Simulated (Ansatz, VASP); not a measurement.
# H6Pb: VASP beside Ansatz

```
H Pb
1.0
    -2.30697    2.30697    2.30697
     2.30697   -2.30697    2.30697
     2.30697    2.30697   -2.30697
H Pb
6 1
Direct
  0.50000 0.75000 0.25000
  0.50000 0.25000 0.75000
  0.25000 0.50000 0.75000
  0.75000 0.50000 0.25000
  0.75000 0.25000 0.50000
  0.25000 0.75000 0.50000
  0.00000 0.00000 0.00000
```

Alike in both runs: functional PBE; k mesh 6 × 6 × 6; occupations gaussian, width 0.1 eV; no spin polarisation.

Ansatz relaxed the structure, and its values are those at the end. VASP's run is a single point on that final structure, the one shown.

|  | VASP | Ansatz |
| --- | --- | --- |
| version | VASP 6.6.1 | Ansatz 0.2.0 |
| potentials or method | VASP PAW PBE potentials, release 64 (H, Pb_d), cutoff 520 eV | scalar-relativistic, plane waves, PAW |
| valence electrons in the cell | 20 | 20 |

```csv
,VASP,Ansatz,Ansatz less VASP
gap on the k mesh at the Fermi level (eV),none,none,-
pressure (GPa),-0.2,0.0,+0.26
```

A gap of «none» marks a metal or a gap that the smearing closes. With one functional, cell and mesh, what is left measures potentials, basis and numerics.

Neither program's run includes spin-orbit coupling.
